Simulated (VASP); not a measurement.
Here is a VASP 6.6.1 calculation.

File POSCAR:

```
C
1.0
    2.4392419940      0.0000000000      0.0000000000
   -1.2196209970      2.1124455328      0.0000000000
    0.0000000000      0.0000000000      3.2366832785
C
2
Direct
    0.3333333333      0.6666666667      0.0000000000
    0.6666666667      0.3333333333      0.0000000000
```

The input INCAR.step1:

```
SYSTEM = C
PREC = Accurate
ENCUT = 520
ISMEAR = 1
SIGMA = 0.15
LREAL = .FALSE.
LASPH = .TRUE.
NELM = 100
NBANDS = 11
GGA = PE
ALGO = Normal
EDIFF = 1E-4
LWAVE = .TRUE.
LCHARG = .FALSE.
```

File INCAR.step2:

```
SYSTEM = C
PREC = Accurate
ENCUT = 520
EDIFF = 1E-6
ISMEAR = 1
SIGMA = 0.15
LREAL = .FALSE.
LASPH = .TRUE.
NELM = 100
ALGO = Normal
ISIF = 2
LWAVE = .FALSE.
LCHARG = .FALSE.
METAGGA = R2SCAN
LMIXTAU = .TRUE.
NBANDS = 11
ISTART = 1
```

The input KPOINTS:

```
regular mesh
0
G
  15 15 4
  0 0 0
```

Potentials or basis: VASP PAW PBE potentials, release 64 (C).

Launch:

```sh
$ cat potpaw_PBE.64/C/POTCAR > POTCAR
$ cp INCAR.step1 INCAR
$ mpirun -np 1 vasp_std > vasp.out
$ cp INCAR.step2 INCAR
$ mpirun -np 1 vasp_std > vasp.out
```

Q: Predict the pressure.

A: 8.7 GPa.

Q: Predict the band gap on the k mesh.

A: Zero (band 4 reaches 6.10 eV, above the bottom of band 5 at 4.36 eV).

Stress tensor (GPa, compression positive):
```
9.17 0.00 0.00
0.00 9.17 0.00
0.00 0.00 7.82
```

Caveat: the k points lie up to 0.49 Å⁻¹ apart; the PAW data sets were made with another functional, which shifts forces and pressure a little.
